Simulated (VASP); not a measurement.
# InP (Fm-3m) in VASP: a series of runs

The runs below take InP through relaxation of cell and atoms, single point, with PBEsol.

Program: VASP 6.6.1. These are calculated values, not measurements. Logs are shortened: lines on timing, memory, paths and dates and some standing lists are left out, and cuts for length are marked.

## Step 1: The cell of the first run

It takes space group Fm-3m (No. 225, cubic). The conventional cell has a = 5.459 Å, b = 5.459 Å, c = 5.459 Å, α = 90.00°, β = 90.00°, γ = 90.00°. In (site symmetry m-3m) has 6 P at 2.73 Å within 3.6 Å. Within 3.6 Å of P (site symmetry m-3m) lie 6 In at 2.73 Å.

## Step 2: Relaxation of cell and atoms, PBEsol

Contents of INCAR:

```
SYSTEM = InP
PREC     = Accurate       ! precision mode
ENCUT    = 600            ! plane-wave cutoff, eV
EDIFF    = 1E-6           ! SCF threshold, eV
ISMEAR   = -1             ! smearing method
SIGMA    = 0.15           ! smearing width, eV
LREAL    = .FALSE.        ! projectors in reciprocal space
LASPH    = .TRUE.         ! aspherical terms in the spheres
NELM     = 80             ! most SCF steps
ALGO     = Normal         ! electronic algorithm
ISIF     = 3              ! what is computed and relaxed
LWAVE    = .FALSE.        ! write WAVECAR
LCHARG   = .FALSE.        ! write CHGCAR
GGA      = PS             ! functional
IBRION   = 2              ! ionic algorithm
NSW      = 80             ! ionic steps
EDIFFG   = -0.001         ! ionic threshold
```

Contents of KPOINTS:

```
regular mesh
0
G
  14 14 14
  0 0 0
```

Contents of POSCAR:

```
InP
1.0
    0.0000000000      2.7295669611      2.7295669611
    2.7295669611      0.0000000000      2.7295669611
    2.7295669611      2.7295669611      0.0000000000
In P
1 1
Direct
    0.0000000000      0.0000000000      0.0000000000
    0.5000000000      0.5000000000      0.5000000000
```

Potentials or basis: VASP PAW PBE potentials, release 64 (In_d, P).

Run with:

```bash
> cat potpaw_PBE.64/In_d/POTCAR potpaw_PBE.64/P/POTCAR > POTCAR
> mpirun -np 1 vasp_std > vasp.out
```

OUTCAR:

```text
SYSTEM = InP
   PREC = Accurate
   ENCUT = 600
   EDIFF = 1E-6
   ISMEAR = -1
   LREAL = .FALSE.
   LASPH = .TRUE.
   NELM = 80
   ISIF = 3
   GGA = PS
   IBRION = 2
   NSW = 80
   EDIFFG = -0.001

 ion  position               nearest neighbor table
   1  0.000  0.000  0.000-   2 2.73   2 2.73   2 2.73   2 2.73   2 2.73   2 2.73
   2  0.500  0.500  0.500-   1 2.73   1 2.73   1 2.73   1 2.73   1 2.73   1 2.73

  LATTYP: Found a face centered cubic cell.
 ALAT       =     5.4591339222

  Lattice vectors:

 A1 = (   0.0000000000,   2.7295669611,   2.7295669611)
 A2 = (   2.7295669611,   0.0000000000,   2.7295669611)
 A3 = (   2.7295669611,   2.7295669611,   0.0000000000)

Analysis of symmetry for initial positions (statically):
=====================================================================
 Subroutine PRICEL returns:
 Original cell was already a primitive cell.

 Routine SETGRP: Setting up the symmetry group for a
 face centered cubic supercell.

 Subroutine GETGRP returns: Found 48 space group operations
 (whereof 48 operations were pure point group operations)
 out of a pool of 48 trial point group operations.

The static configuration has the point symmetry O_h .

Analysis of symmetry for dynamics (positions and initial velocities):
=====================================================================
 Subroutine PRICEL returns:
 Original cell was already a primitive cell.

 Routine SETGRP: Setting up the symmetry group for a
 face centered cubic supercell.

 Subroutine GETGRP returns: Found 48 space group operations
 (whereof 48 operations were pure point group operations)
 out of a pool of 48 trial point group operations.

The dynamic configuration has the point symmetry O_h .

 Subroutine INISYM returns: Found 48 space group operations
 (whereof 48 operations are pure point group operations),
 and found     1 'primitive' translations

----------------------------------------------------------------------------------------

                                     Primitive cell

  volume of cell :      40.6735

  direct lattice vectors                    reciprocal lattice vectors
     0.000000000  2.729566961  2.729566961    -0.183179239  0.183179239  0.183179239
     2.729566961  0.000000000  2.729566961     0.183179239 -0.183179239  0.183179239
     2.729566961  2.729566961  0.000000000     0.183179239  0.183179239 -0.183179239
[... 97 lines left out ...]
   EMIN   =  10.00;   EMAX   =-10.00  energy-range for DOS
   EFERMI =   0.00;   METHOD = LEGACY
   ISMEAR =    -1;   SIGMA  =   0.15  broadening in eV -4-tet -1-fermi 0-gaus
   EFERMI_NEDOS =   21; number of points for ismear=-14 and -15
   IALGO  =     38    algorithm
   IMIX   =      4    mixing-type and parameters
     AMIX     =   0.40;   BMIX     =  1.00
     AMIX_MAG =   1.60;   BMIX_MAG =  1.00
  volume/ion in A,a.u.               =      20.34       137.24
  Fermi-wavevector in a.u.,A,eV,Ry     =   1.247561  2.357549 21.176235  1.556409
  Thomas-Fermi vector in A             =   2.381688
   LORBIT       =      0    0 simple, 1 ext, 2 COOP (PROOUT), +10 PAW based schemes
   GGA     = PS    functional components
   LHFCALC =     F    Hartree Fock is set to
   AEXX    =    0.0000 exact exchange contribution
   IVDW    =     0    specifies the selected vdW correction
   LEPSILON=     F    determine dielectric tensor
   LRPA    =     F    only Hartree local field effects (RPA)
 conjugate gradient relaxation of ions
 non-spin polarized calculation
  energy-cutoff  :      600.00
  volume of cell :       40.67
 maximum number of plane-waves:      1381
   NGX = 15   NGY = 15   NGZ = 15

--------------------------------------- Ionic step        1  -------------------------------------------

 number of electron      17.9999998 magnetization

 Free energy of the ion-electron system (eV)
  ---------------------------------------------------
  ext. energy  EPLUGINS =         0.00000000
  ---------------------------------------------------
  free energy    TOTEN  =        -8.83093995 eV

  energy without entropy =       -8.76338356  energy(sigma->0) =       -8.79716176

------------------------ aborting loop because EDIFF is reached ----------------------------------------

  FORCE on cell =-STRESS in cart. coord.  units (eV):
  Direction    XX          YY          ZZ          XY          YZ          ZX
  --------------------------------------------------------------------------------------
  -------------------------------------------------------------------------------------
  Total        0.0537415      0.0537415      0.0537415      0.0000000     -0.0000000      0.0000000
  in kB        2.1169439      2.1169439      2.1169439      0.0000000     -0.0000000      0.0000000
  external PRESSURE =       2.1169439 kB  Pullay stress =       0.0000000 kB
[... 59 lines left out ...]
--------------------------------------- Ionic step        3  -------------------------------------------

 number of electron      17.9999997 magnetization

 Free energy of the ion-electron system (eV)
  ---------------------------------------------------
  ext. energy  EPLUGINS =         0.00000000
  ---------------------------------------------------
  free energy    TOTEN  =        -8.83101311 eV

  energy without entropy =       -8.76325400  energy(sigma->0) =       -8.79713355

 E-fermi :   7.4588     XC(G=0): -10.7372

 val. band max:        7.4536788088   @ k =   0.3571   0.0000   0.0000
 cond. band min:       7.4589271795   @ k =  -0.1429   0.0714   0.0000
 fundamental gap:      0.0052483707
 Fermi energy:         7.4587787215

 k-point     1 :       0.0000    0.0000    0.0000
  band No.  band energies     occupation
      1      -6.7540      2.00000
      2      -6.7540      2.00000
      3      -6.7297      2.00000
      4      -6.7297      2.00000
      5      -6.7297      2.00000
      6      -4.9078      2.00000
      7       7.1249      1.80513
      8       7.1249      1.80513
      9       7.1249      1.80513
     10       8.2302      0.01162
     11      14.5017      0.00000
     12      14.5017      0.00000
     13      14.5017      0.00000
[... 354 lines left out ...]
  band No.  band energies     occupation
      1      -6.8503      2.00000
      2      -6.7566      2.00000
      3      -6.7455      2.00000
      4      -6.6845      2.00000
      5      -6.6679      2.00000
      6      -3.9082      2.00000
      7       3.5976      2.00000
      8       6.3745      1.99855
      9       6.6959      1.98771
     10       9.7784      0.00000
     11      12.0195      0.00000
     12      13.0775      0.00000
     13      13.9422      0.00000

 [... further k-points ...]
[... 5 lines left out ...]
  --------------------------------------------------------------------------------------
  -------------------------------------------------------------------------------------
  Total        0.0009200      0.0009200      0.0009200      0.0000000      0.0000000     -0.0000000
  in kB        0.0361439      0.0361439      0.0361439      0.0000000      0.0000000     -0.0000000
  external PRESSURE =       0.0361439 kB  Pullay stress =       0.0000000 kB
[... 17 lines left out ...]
  FREE ENERGIE OF THE ION-ELECTRON SYSTEM (eV)
  ---------------------------------------------------
  free  energy   TOTEN  =        -8.8310131061 eV

  energy  without entropy=       -8.7632540038  energy(sigma->0) =       -8.79713355

 reached required accuracy - stopping structural energy minimisation
```

OSZICAR:

```text
N       E                     dE             d eps       ncg     rms          rms(c)
DAV:   1     0.114345678665E+03    0.11435E+03   -0.94871E+03  2724   0.182E+03
DAV:   2    -0.146546561006E+01   -0.11581E+03   -0.11235E+03  2819   0.360E+02
[... 19 lines left out ...]
   2 F= -.88309973E+01 E0= -.87970739E+01  d E =-.573825E-04
       N       E                     dE             d eps       ncg     rms          rms(c)
DAV:   1    -0.883123974078E+01   -0.24267E-03   -0.58630E-03  3619   0.168E+00    0.984E-02
DAV:   2    -0.883104457272E+01    0.19517E-03   -0.40894E-04  3599   0.514E-01    0.351E-02
DAV:   3    -0.883101277827E+01    0.31794E-04   -0.98931E-05  3659   0.233E-01    0.173E-02
DAV:   4    -0.883101310613E+01   -0.32786E-06   -0.36030E-06  2789   0.205E-02
   3 F= -.88310131E+01 E0= -.87971336E+01  d E =-.731540E-04
```

CONTCAR:

```text
InP
   1.00000000000000
     0.0000000000000000    2.7320131327019062    2.7320131327019062
     2.7320131327019062   -0.0000000000000000    2.7320131327019062
     2.7320131327019062    2.7320131327019062    0.0000000000000000
  In              P
     1     1
Direct
     0.0000000000000000    0.0000000000000000    0.0000000000000000
     0.5000000000000000    0.5000000000000000    0.5000000000000000

  0.00000000E+00  0.00000000E+00  0.00000000E+00
  0.00000000E+00  0.00000000E+00  0.00000000E+00
```

Run time: 44 s. Hardware: 1 thread of AMD EPYC 9R45 (Zen 5), shared host; peak memory 0.2 GiB.

Results:

| Item | Value |
| --- | --- |
| Free energy | -8.8310 eV |
| Relaxed volume | 20.39 Å³/atom |
| Relaxed cell | a = 3.864 Å, b = 3.864 Å, c = 3.864 Å, α = 60.00°, β = 60.00°, γ = 60.00° |
| Space group after relaxing (to 0.1 Å) | Fm-3m (No. 225) |
| Energy gained by relaxing | 0.0 meV/atom |
| Ionic steps | 3 |
| Pressure after relaxing | 0.0 GPa |
| Band gap on the k mesh | zero (bands 9 and 10 overlap by 2.82 eV) |

Final structure:
```cif
data_structure
_symmetry_space_group_name_H-M 'P 1'
_symmetry_Int_Tables_number 1
_cell_length_a 3.8637
_cell_length_b 3.8637
_cell_length_c 3.8637
_cell_angle_alpha 60.000
_cell_angle_beta 60.000
_cell_angle_gamma 60.000
_cell_volume 40.78
loop_
_atom_site_label
_atom_site_type_symbol
_atom_site_fract_x
_atom_site_fract_y
_atom_site_fract_z
_atom_site_occupancy
In1 In 0.00000 0.00000 0.00000 1
P1 P 0.50000 0.50000 0.50000 1
```

Caveat: the PAW data sets were made with another functional, which shifts forces and pressure a little; spin-orbit coupling is left out, which moves the levels of the heavy elements.

## Step 3: Relaxation of cell and atoms, PBEsol, target pressure 20 GPa, at which the enthalpy is minimised

Contents of INCAR:

```
PREC = Accurate ; ENCUT = 600
EDIFF = 1E-6 ; ISMEAR = -1
SIGMA = 0.15 ; LREAL = F
LASPH = T ; NELM = 100
ALGO = Normal ; ISIF = 3
LWAVE = F ; LCHARG = F
GGA = PS ; IBRION = 2
NSW = 80 ; EDIFFG = -0.001
PSTRESS = 200.0
```

Contents of KPOINTS:

```
regular mesh
0
Gamma
  14 14 14
```

Contents of POSCAR:

```
InP
1.0
    0.0000000000      2.7310715423      2.7310715423
    2.7310715423      0.0000000000      2.7310715423
    2.7310715423      2.7310715423      0.0000000000
In P
1 1
Direct
    0.0000000000      0.0000000000      0.0000000000
    0.5000000000      0.5000000000      0.5000000000
```

Potentials or basis: VASP PAW PBE potentials, release 64 (In_d, P).

Run with:

```bash
> cat potpaw_PBE.64/In_d/POTCAR potpaw_PBE.64/P/POTCAR > POTCAR
> mpirun -np 1 vasp_std > vasp.out
```

Run time: 1.8 min. Hardware: 1 thread of AMD EPYC 9R45 (Zen 5), shared host; peak memory 0.21 GiB.

It converged, with:

- Free energy: -8.5037 eV
- Relaxed volume: 17.33 Å³/atom
- Relaxed cell: a = 3.660 Å, b = 3.660 Å, c = 3.660 Å, α = 60.00°, β = 60.00°, γ = 60.00°
- Space group after relaxing (to 0.1 Å): Fm-3m (No. 225)
- Energy change on relaxing (the run minimises the enthalpy): +163.7 meV/atom
- Ionic steps: 7
- Pressure after relaxing: 20.0 GPa
- Band gap on the k mesh: zero (bands 9 and 10 overlap by 2.73 eV)

Step by step:
| step | energy change (eV) | largest force (eV/Å) | pressure (GPa) | volume (Å³) |
| --- | --- | --- | --- | --- |
| 1 | 0.0000 | 0.0000 | 0.07 | 40.74 |
| 2 | 2.3399 | 0.0000 | 81.47 | 27.55 |
| 3 | 0.2863 | 0.0000 | 18.36 | 35.01 |
| 4 | 0.3174 | 0.0000 | 19.58 | 34.74 |
| 5 | 0.3315 | 0.0000 | 20.15 | 34.63 |
| 6 | 0.3224 | 0.0000 | 19.82 | 34.70 |
| 7 | 0.3274 | 0.0000 | 20.00 | 34.66 |

Final structure:
```
In P
1.0
     0.00000    2.58788    2.58788
     2.58788    0.00000    2.58788
     2.58788    2.58788    0.00000
In P
1 1
Direct
  0.00000 0.00000 0.00000
  0.50000 0.50000 0.50000
```

Levels at points of the mesh, in eV from the Fermi level:
| k point | band 6 | band 7 | band 8 | band 9 | band 10 | band 11 | band 12 | band 13 |
| --- | --- | --- | --- | --- | --- | --- | --- | --- |
| (0.00, 0.00, 0.00) | -13.79 | -0.50 | -0.50 | -0.50 | 2.27 | 7.06 | 7.06 | 7.06 |
| (0.50, 0.00, 0.00) | -10.97 | -7.91 | 0.21 | 0.21 | 2.43 | 3.20 | 3.20 | 6.77 |
| (0.50, 0.50, 0.00) | -9.06 | -6.44 | -3.14 | -3.14 | -2.37 | 3.28 | 11.59 | 11.59 |

Caveat: the cell is relaxed towards a set pressure, so the run minimises the enthalpy, not the energy; the PAW data sets were made with another functional, which shifts forces and pressure a little; spin-orbit coupling is left out, which moves the levels of the heavy elements.

[end of part 1 of 2]
